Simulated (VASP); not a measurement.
# Si3Sn (P4/mmm) in VASP: a series of runs, part 2 of 2

VASP 6.6.1.

## (5) Relaxation of cell and atoms, PBE

Input file INCAR:

```
PREC     = Accurate       # precision mode
ENCUT    = 600            # plane-wave cutoff, eV
EDIFF    = 1E-7           # SCF threshold, eV
ISMEAR   = 0              # smearing method
SIGMA    = 0.1            # smearing width, eV
LREAL    = False          # projectors in reciprocal space
LASPH    = True           # aspherical terms in the spheres
NELM     = 100            # most SCF steps
ALGO     = Normal         # electronic algorithm
ISIF     = 3              # what is computed and relaxed
LWAVE    = False          # write WAVECAR
LCHARG   = False          # write CHGCAR
GGA      = PE             # functional
IBRION   = 2              # ionic algorithm
NSW      = 90             # ionic steps
EDIFFG   = -0.04          # ionic threshold
```

Input file KPOINTS:

```
Automatic mesh
0
Gamma
  4 4 4
```

Input file POSCAR:

```
Si3Sn
1.0
    3.9802543600      0.0000000000      0.0000000000
    0.0000000000      3.9802543600      0.0000000000
    0.0000000000      0.0000000000      4.4933594900
Si Sn
3 1
Direct
    0.0000000000      0.0000000000      0.6680060200
    0.0000000000      0.0000000000      0.3319939800
    0.0000000000      0.0000000000      0.0000000000
    0.5000000000      0.5000000000      0.5000000000
```

Potentials or basis: VASP PAW PBE potentials, release 64 (Si, Sn_d).

On the command line:

```sh
$ cat potpaw_PBE.64/Si/POTCAR potpaw_PBE.64/Sn_d/POTCAR > POTCAR
$ mpirun -np 1 vasp_std > vasp.out
```

OUTCAR:

```text
PREC = Accurate
   ENCUT = 600
   EDIFF = 1E-7
   ISMEAR = 0
   LREAL = False
   LASPH = True
   NELM = 100
   ISIF = 3
   GGA = PE
   IBRION = 2
   NSW = 90
   EDIFFG = -0.04

 ion  position               nearest neighbor table
   1  0.000  0.000  0.668-   3 1.49   2 1.51   4 2.91   4 2.91   4 2.91   4 2.91   2 2.98   3 3.00

   2  0.000  0.000  0.332-   3 1.49   1 1.51   4 2.91   4 2.91   4 2.91   4 2.91   1 2.98   3 3.00

   3  0.000  0.000  0.000-   1 1.49   2 1.49   1 3.00   2 3.00
   4  0.500  0.500  0.500-   1 2.91   2 2.91   1 2.91   2 2.91   1 2.91   2 2.91   1 2.91   2 2.91

 -----------------------------------------------------------------------------
|                                                                             |
|           W    W    AA    RRRRR   N    N  II  N    N   GGGG   !!!           |
|           W    W   A  A   R    R  NN   N  II  NN   N  G    G  !!!           |
|           W    W  A    A  R    R  N N  N  II  N N  N  G       !!!           |
|           W WW W  AAAAAA  RRRRR   N  N N  II  N  N N  G  GGG   !            |
|           WW  WW  A    A  R   R   N   NN  II  N   NN  G    G                |
|           W    W  A    A  R    R  N    N  II  N    N   GGGG   !!!           |
|                                                                             |
|     The distance between some ions is very small. Please check the          |
|     nearest-neighbor list in the OUTCAR file.                               |
|     I HOPE YOU KNOW WHAT YOU ARE DOING!                                     |
|                                                                             |
 -----------------------------------------------------------------------------

  LATTYP: Found a simple tetragonal cell.
 ALAT       =     3.9802543600
[... 175 lines left out ...]
 Free energy of the ion-electron system (eV)
  ---------------------------------------------------
  ext. energy  EPLUGINS =         0.00000000
  ---------------------------------------------------
  free energy    TOTEN  =        13.42902742 eV

  energy without entropy =       13.43430202  energy(sigma->0) =       13.43166472

 E-fermi :   8.5030     XC(G=0): -10.2340

 val. band max:        8.4450007892   @ k =   0.2500   0.0000   0.0000
 cond. band min:       8.5526213131   @ k =   0.5000   0.0000   0.0000
 fundamental gap:      0.1076205239
 Fermi energy:         8.5029783816
[... 1190 lines left out ...]
      4     -17.0837      2.00000
      5     -17.0602      2.00000
      6      -4.1087      2.00000
[... 9 lines left out ...]
     16       6.5244      0.00000
     17       6.5244      0.00000

[... ionic steps 4 to 16 ...]

--------------------------------------- Ionic step       17  -------------------------------------------

 number of electron      26.0000003 magnetization

------------------------ aborting loop because EDIFF is reached ----------------------------------------
[... 71 lines left out ...]
--------------------------------------- Ionic step       19  -------------------------------------------

 number of electron      25.9999994 magnetization

 Free energy of the ion-electron system (eV)
  ---------------------------------------------------
  ext. energy  EPLUGINS =         0.00000000
  ---------------------------------------------------
  free energy    TOTEN  =       -16.80526580 eV

  energy without entropy =      -16.79311025  energy(sigma->0) =      -16.79918803

 E-fermi :   5.8601     XC(G=0):  -9.4540

 val. band max:        5.8398577490   @ k =   0.5000   0.5000   0.5000
 cond. band min:       5.8645646955   @ k =   0.5000   0.2500   0.0000
 fundamental gap:      0.0247069465
 Fermi energy:         5.8601464541
[... 389 lines left out ...]
  FREE ENERGIE OF THE ION-ELECTRON SYSTEM (eV)
  ---------------------------------------------------
  free  energy   TOTEN  =       -16.8052658012 eV

  energy  without entropy=      -16.7931102489  energy(sigma->0) =      -16.79918803

 reached required accuracy - stopping structural energy minimisation
```

OSZICAR:

```text
N       E                     dE             d eps       ncg     rms          rms(c)
DAV:   1     0.208582071172E+03    0.20858E+03   -0.13861E+04   620   0.197E+03
DAV:   2     0.273274274091E+02   -0.18125E+03   -0.17775E+03   637   0.408E+02
DAV:   3     0.730436118904E+01   -0.20023E+02   -0.19686E+02   819   0.119E+02
[... 263 lines left out ...]
DAV:   4    -0.168052649056E+02    0.93924E-04   -0.21665E-04   776   0.142E-01    0.136E-02
DAV:   5    -0.168052651497E+02   -0.24410E-06   -0.32489E-05   681   0.389E-02    0.712E-03
DAV:   6    -0.168052654447E+02   -0.29508E-06   -0.15946E-06   784   0.960E-03    0.448E-03
DAV:   7    -0.168052657385E+02   -0.29377E-06   -0.20414E-07   427   0.401E-03    0.122E-03
DAV:   8    -0.168052658012E+02   -0.62656E-07   -0.30486E-08   313   0.156E-03
  19 F= -.16805266E+02 E0= -.16799188E+02  d E =-.967323E-03
```

Run time: 3.8 min. Hardware: 1 thread of AMD EPYC 9R45 (Zen 5), shared host; peak memory 0.18 GiB.

Results:

- Free energy: -16.8053 eV
- Relaxed volume: 23.43 Å³/atom
- Relaxed cell: a = 3.613 Å, b = 3.613 Å, c = 7.180 Å, α = 90.00°, β = 90.00°, γ = 90.00°
- Space group after relaxing (to 0.1 Å): P4/mmm (No. 123)
- Pressure after relaxing: 0.0 GPa
- Largest force after relaxing: 0.022 eV/Å
- Band gap on the k mesh: zero (bands 13 and 14 overlap by 3.40 eV)

Forces in eV/Å, atoms in the order of the input:
```
Si   0.000  0.000  0.022
Si   0.000  0.000 -0.022
Si   0.000  0.000  0.000
Sn   0.000  0.000  0.000
```

Stress tensor (GPa, compression positive):
```
 0.07  0.00  0.00
 0.00  0.07  0.00
 0.00  0.00 -0.08
```

Final structure:
```
Si Sn
1.0
     3.61274    0.00000    0.00000
     0.00000    3.61274    0.00000
     0.00000    0.00000    7.18037
Si Sn
3 1
Direct
  0.00000 0.00000 0.67845
  0.00000 0.00000 0.32155
  0.00000 0.00000 0.00000
  0.50000 0.50000 0.50000
```

Caveat: the k points lie up to 0.43 Å⁻¹ apart in the final cell, too coarse for converged energies and pressures of a metal; the volume moved by over 15 % at a fixed basis, so the end points are rough; spin-orbit coupling is left out, which moves the levels of the heavy elements.

## (6) Overview

| task | cell | k mesh | cutoff (eV) | gap on the mesh (eV) | pressure (GPa) | largest force (eV/Å) |
| --- | --- | --- | --- | --- | --- | --- |
| single point | a = 3.980, b = 3.980, c = 4.493 Å, 4 atoms, atomic positions A | 4 × 4 × 4 | 520 | none | 156.2 | 1.50 |
| single point | a = 3.615, b = 3.615, c = 7.184 Å, 4 atoms, atomic positions B | 4 × 4 × 4 | 520 | none | 0.0 | 0.01 |
| single point | a = 3.622, b = 3.622, c = 7.198 Å, 4 atoms, atomic positions C | 6 × 6 × 4 | 520 | none | -0.1 | 0.01 |
| relaxation of cell and atoms | relaxed from a = 3.980, b = 3.980, c = 4.493 Å, 4 atoms, atomic positions A | 4 × 4 × 4 | 600 | none | 0.0 | 0.02 |

Alike in all rows: level PBE; potentials or basis VASP PAW PBE potentials, release 64 (Si, Sn_d); no spin polarisation; smearing gaussian 0.1 eV.

Caveats: some runs use coarse meshes; spin-orbit coupling is left out, which moves the levels of the heavy elements; atoms lie so close that the PAW spheres overlap strongly, which falsifies energies and pressures (at least some runs); forces of over 1 eV/Å act on the atoms, so gaps and moduli don't describe the material at rest (at least some runs); the volume moved by over 15 % at a fixed basis, so the end points are rough (at least some runs).

Absolute energies hang on the potentials; compare differences alone.
